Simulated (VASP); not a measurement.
A run of VASP 6.6.1 is set up as follows.

Contents of INCAR:

```
PREC = Accurate
ENCUT = 600
EDIFF = 1E-6
ISMEAR = -1
SIGMA = 0.08
LREAL = F
LASPH = T
NELM = 60
ALGO = Normal
ISIF = 3
LWAVE = F
LCHARG = F
GGA = PE
IBRION = 2
NSW = 60
EDIFFG = -0.005
PSTRESS = 93.0
```

The input KPOINTS:

```
Automatic mesh
0
Gamma
  16 16 15
```

Contents of POSCAR:

```
As
1.0
    2.8139226805      0.0000000000      0.0000000000
   -1.4069613403      2.4369285256      0.0000000000
    0.0000000000      0.0000000000      2.6450873197
As
1
Direct
    0.0000000000      0.0000000000      0.0000000000
```

Potentials or basis: VASP PAW PBE potentials, release 64 (As).

Run with:

```sh
$ cat potpaw_PBE.64/As/POTCAR > POTCAR
$ mpirun -np 1 vasp_std > vasp.out
```

Problem. What does it give for the band gap on the k mesh?

Solution. Zero (an odd number of electrons rules out a gap without spin polarisation).

Problem. What does it give for the relaxed cell?

Solution. a = 2.817 Å, b = 2.817 Å, c = 2.656 Å, α = 90.00°, β = 90.00°, γ = 120.00°.

Final structure:
```cif
data_structure
_symmetry_space_group_name_H-M 'P 1'
_symmetry_Int_Tables_number 1
_cell_length_a 2.8172
_cell_length_b 2.8172
_cell_length_c 2.6556
_cell_angle_alpha 90.000
_cell_angle_beta 90.000
_cell_angle_gamma 120.000
_cell_volume 18.25
loop_
_atom_site_label
_atom_site_type_symbol
_atom_site_fract_x
_atom_site_fract_y
_atom_site_fract_z
_atom_site_occupancy
As1 As 0.00000 0.00000 0.00000 1
```

Caveat: an odd number of electrons without spin polarisation forces a metal; a magnetic or distorted state may lie lower.
